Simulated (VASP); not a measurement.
Runs of VASP 6.6.1 on Zr3SbH. The structure is that of space group Pm-3m (No. 221), or close to it. The cells are those of the table. 

| task | spin | cell | k mesh | cutoff (eV) | gap on the mesh (eV) | pressure (GPa) |
| --- | --- | --- | --- | --- | --- | --- |
| single point | off | a = 4.360 Å, 5 atoms | 4 × 4 × 4 | 520 | none | 9.6 |
| single point | off | a = 4.468 Å, 5 atoms | 8 × 8 × 8 | 520 | none | (a) |
| single point | off | a = 4.462 Å, 5 atoms | 4 × 4 × 4 | 520 | none | 0.2 |
| single point | collinear, ferromagnetic start | a = 4.462 Å, 5 atoms | 4 × 4 × 4 | 520 | none | 0.2 |
| relaxation of cell and atoms | off | relaxed from a = 4.360 Å, 5 atoms | 4 × 4 × 4 | 600 | none | -0.1 |

Alike in all rows: level PBE; potentials or basis VASP PAW PBE potentials, release 64 (Zr_sv, Sb, H); smearing gaussian 0.1 eV.

Problem. Fill in the values left out.

Solution. (a) 0.1.

Caveats: some runs use coarse meshes; spin-orbit coupling is left out, which moves the levels of the heavy elements.

A k mesh can miss the band edges, and the runs leave out spin-orbit coupling on Sb, Zr.

A gap of «none» marks levels without a gap at the run's occupations.
